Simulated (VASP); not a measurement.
Wanted: the native input for a VASP 6.6.1 run.

```
Task                   : single point
Functional             : RPBE
Potentials or basis    : VASP PAW PBE potentials, release 64 (Co)
Cutoff                 : 520 eV
k mesh                 : 9 × 9 × 13
Occupations            : fermi-dirac, width 0.1 eV
Spin                   : no spin polarisation
Dipole correction      : no
Further INCAR settings : ALGO = Normal; EDIFF = 1e-07; NBANDS = 20
```

The structure of Co lies in POSCAR:

```
Co
1.0
    3.9408576060      0.0000000000      0.0000000000
   -1.9704288030      3.4128827994      0.0000000000
    0.0000000000      0.0000000000      2.4167129758
Co
3
Direct
    0.0000000000      0.0000000000      0.0000000000
    0.3333333333      0.6666666667      0.5000000000
    0.6666666667      0.3333333333      0.5000000000
```

One way to write it, as run:

INCAR

```
PREC     = Accurate       # precision mode
ENCUT    = 520            # plane-wave cutoff, eV
EDIFF    = 1E-7           # SCF threshold, eV
ISMEAR   = -1             # smearing method
SIGMA    = 0.1            # smearing width, eV
LREAL    = F              # projectors in reciprocal space
LASPH    = T              # aspherical terms in the spheres
NELM     = 60             # most SCF steps
ALGO     = Normal         # electronic algorithm
ISIF     = 2              # what is computed and relaxed
LWAVE    = F              # write WAVECAR
LCHARG   = F              # write CHGCAR
GGA      = RP             # functional
NBANDS   = 20             # bands
```

KPOINTS

```
regular mesh
0
Gamma
  9 9 13
```

Potentials or basis: VASP PAW PBE potentials, release 64 (Co).

Run with:

```console
$ cat potpaw_PBE.64/Co/POTCAR > POTCAR
$ mpirun -np 1 vasp_std > vasp.out
```

Results of the run:

```
Pressure : -0.5 GPa
```

Caveat: the PAW data sets were made with another functional, which shifts forces and pressure a little; the run has no spin polarisation, though such a crystal can be magnetic.

Wall time 26 s on 1 thread of Intel(R) Xeon(R) 6975P-C (Granite Rapids), on a shared host, peak memory 0.16 GiB.
